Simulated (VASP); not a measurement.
Write the native input for VASP 6.6.1 that does the following.

```yaml
Task: single point
Functional: PBE
Dispersion: D3(BJ)
Potentials_or_basis: VASP PAW PBE potentials, release 64 (Sn_d, O)
Cutoff: 520 eV
k_mesh: 7 × 7 × 1
Occupations: gaussian, width 0.05 eV
Spin: no spin polarisation
Dipole_correction: yes
Further_INCAR_settings: ALGO = Normal; EDIFF = 1e-06; NBANDS = 50
```

The structure of SnO lies in POSCAR:

```
SnO
1.0
    3.8205591572     -0.0000144285      0.0000000000
    0.0000145032      3.8205591572      0.0000000000
    0.0000000000      0.0000000000     22.2281056610
Sn O
4 4
Direct
    0.7499972356      0.2500027644      0.2024464014
    0.2499972356      0.7500027644      0.3088006209
    0.2499972356      0.7500027644      0.5000000000
    0.7499972356      0.2500027644      0.6063542196
    0.2499972356      0.2500027644      0.2556235111
    0.7499972356      0.7500027644      0.2556235111
    0.7499972356      0.7500027644      0.5531771098
    0.2499972356      0.2500027644      0.5531771098
```

The input as run:

INCAR

```
PREC     = Accurate       # precision mode
ENCUT    = 520            # plane-wave cutoff, eV
EDIFF    = 1E-6           # SCF threshold, eV
ISMEAR   = 0              # smearing method
SIGMA    = 0.05           # smearing width, eV
LREAL    = False          # projectors in reciprocal space
LASPH    = True           # aspherical terms in the spheres
NELM     = 100            # most SCF steps
ALGO     = Normal         # electronic algorithm
ISIF     = 2              # what is computed and relaxed
LWAVE    = False          # write WAVECAR
LCHARG   = False          # write CHGCAR
LDIPOL   = True         
IDIPOL   = 3            
DIPOL    = 0.5 0.5 0.404
GGA      = PE             # functional
IVDW     = 12             # dispersion correction
NBANDS   = 50             # bands
```

KPOINTS

```
Automatic mesh
0
Gamma
  7 7 1
```

Potentials or basis: VASP PAW PBE potentials, release 64 (Sn_d, O).

Command:

```bash
$ cat potpaw_PBE.64/Sn_d/POTCAR potpaw_PBE.64/O/POTCAR > POTCAR
$ mpirun -np 1 vasp_std > vasp.out
```

Results of the run:

```json
{"Largest force": "0.074 eV/Å", "Band gap on the k mesh": "2.44 eV (least direct gap 2.56 eV)", "Dispersion energy per atom": "-0.154 eV"}
```

Caveat: spin-orbit coupling is left out, which moves the levels of the heavy elements.

It took 3.8 min on 1 thread of AMD EPYC 7R13 Processor (Zen 3), on a shared host, peak memory 0.37 GiB.
